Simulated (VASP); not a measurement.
Ag:

```
CELL_PARAMETERS angstrom
0.00000 2.05628 2.05628
2.05628 0.00000 2.05628
2.05628 2.05628 0.00000
ATOMIC_POSITIONS crystal
Ag 0.00000 0.00000 0.00000
```

Base run:

```yaml
Program: VASP 6.6.1
Functional: revPBE
Potentials_or_basis: VASP PAW PBE potentials, release 64 (Ag)
Cutoff: 520 eV
k_mesh: 11 × 11 × 11
Occupations: fermi-dirac, width 0.05 eV
Spin: no spin polarisation
```

Its results: pressure 5.0 GPa.

Task: The run is repeated on the same cell with these changes: functional from revPBE to r2SCAN0; k mesh from 11 × 11 × 11 to 6 × 6 × 6. What comes out?

Result: Pressure 2.1 GPa.

Several settings changed at once, so the effect can't be laid on one alone.

Caveats: some runs use coarse meshes; the PAW data sets were made with another functional, which shifts forces and pressure a little.
